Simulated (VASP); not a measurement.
A run of VASP 6.6.1:

INCAR

```
PREC     = Accurate       # precision mode
ENCUT    = 520            # plane-wave cutoff, eV
EDIFF    = 1E-7           # SCF threshold, eV
ISMEAR   = 0              # smearing method
SIGMA    = 0.1            # smearing width, eV
LREAL    = False          # projectors in reciprocal space
LASPH    = True           # aspherical terms in the spheres
NELM     = 80             # most SCF steps
ALGO     = Normal         # electronic algorithm
ISIF     = 2              # what is computed and relaxed
LWAVE    = False          # write WAVECAR
LCHARG   = False          # write CHGCAR
GGA      = PE             # functional
NBANDS   = 28             # bands
```

Contents of KPOINTS:

```
Automatic mesh
0
Gamma
  6 6 6
```

Contents of POSCAR:

```
Si2GeP3
1.0
   -2.4491733400      2.4491733400      4.3932240500
    2.4491733400     -2.4491733400      4.3932240500
    2.4491733400      2.4491733400     -4.3932240500
Si Ge P
2 1 3
Direct
    0.7500000000      0.2500000000      0.5000000000
    0.2500000000      0.7500000000      0.5000000000
    0.5000000000      0.5000000000      0.0000000000
    0.5000000000      0.0000000000      0.5000000000
    0.0000000000      0.5000000000      0.5000000000
    0.0000000000      0.0000000000      0.0000000000
```

Potentials or basis: VASP PAW PBE potentials, release 64 (Si, Ge_d, P).

The run is started by

```bash
$ cat potpaw_PBE.64/Si/POTCAR potpaw_PBE.64/Ge_d/POTCAR potpaw_PBE.64/P/POTCAR > POTCAR
$ mpirun -np 1 vasp_std > vasp.out
```

Hardware: 1 thread of Intel(R) Xeon(R) Platinum 8259CL CPU @ 2.50GHz (Skylake/Cascade Lake), on a shared host.

Task: Estimate the wall time of this run.

Result: Run time: 110 s on 1 thread of Intel(R) Xeon(R) Platinum 8259CL CPU @ 2.50GHz (Skylake/Cascade Lake) (shared host), peak memory 0.3 GiB. Counts: scf iterations 14, k points 30.
